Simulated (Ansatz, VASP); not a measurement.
# SiC in VASP and in Ansatz

```
CELL_PARAMETERS angstrom
2.16796 2.16796 0.00000
-2.16796 2.16796 0.00000
0.00000 0.00000 4.33593
ATOMIC_POSITIONS crystal
Si 0.50000 0.00000 0.75000
Si 0.00000 0.50000 0.25000
C 0.00000 0.00000 0.00000
C 0.50000 0.50000 0.50000
```

Change from the starting cell: equal strain along all axes, cell held, atoms relaxed: -1.0 %.

Alike in both runs: task single point; functional PBE; k mesh 10 × 10 × 6; occupations gaussian, width 0.02 eV; no spin polarisation.

```csv
,VASP,Ansatz
version,VASP 6.6.1,Ansatz 0.2.0
potentials or method,"VASP PAW PBE potentials, release 64 (Si, C), cutoff 520 eV","scalar-relativistic, plane waves, PAW"
valence electrons in the cell,16,16
```

Ansatz gave:

- gap on the k mesh at the Fermi level (eV): 1.35
- least direct gap on the mesh (eV): 1.35
- pressure (GPa): 6.8

Problem. What did VASP give for the same quantities?

Solution. gap on the k mesh at the Fermi level (eV): 1.34; least direct gap on the mesh (eV): 1.34; pressure (GPa): 6.7.

With one functional, cell and mesh, what is left measures potentials, basis and numerics.
